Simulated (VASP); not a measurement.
A run of VASP 6.6.1 is set up as follows.

The input INCAR:

```
ALGO = Normal
EDIFF = 1E-6
ENCUT = 520
GGA = PE
ISIF = 2
ISMEAR = 0
IVDW = 12
LASPH = True
LCHARG = False
LREAL = False
LWAVE = False
NBANDS = 18
NELM = 100
PREC = Accurate
SIGMA = 0.1
```

File KPOINTS:

```
k-points
0
Gamma
  6 6 6
```

File POSCAR:

```
TiAl3
1.0
   -1.9111067700      1.9111067700      4.2806687900
    1.9111067700     -1.9111067700      4.2806687900
    1.9111067700      1.9111067700     -4.2806687900
Ti Al
1 3
Direct
    0.0000000000      0.0000000000      0.0000000000
    0.5000000000      0.5000000000      0.0000000000
    0.7500000000      0.2500000000      0.5000000000
    0.2500000000      0.7500000000      0.5000000000
```

Potentials or basis: VASP PAW PBE potentials, release 64 (Ti_sv, Al).

Command:

```sh
$ cat potpaw_PBE.64/Ti_sv/POTCAR potpaw_PBE.64/Al/POTCAR > POTCAR
$ mpirun -np 1 vasp_std > vasp.out
```

Q: What does it give for the dispersion energy per atom?

A: -0.425 eV.

Q: Estimate the pressure.

A: -2.5 GPa.

Stress tensor (GPa, compression positive):
```
-2.60  0.00  0.00
 0.00 -2.60  0.00
 0.00  0.00 -2.42
```

Caveat: the k points lie up to 0.39 Å⁻¹ apart; pairwise dispersion overbinds metals, which lowers pressure and volume.
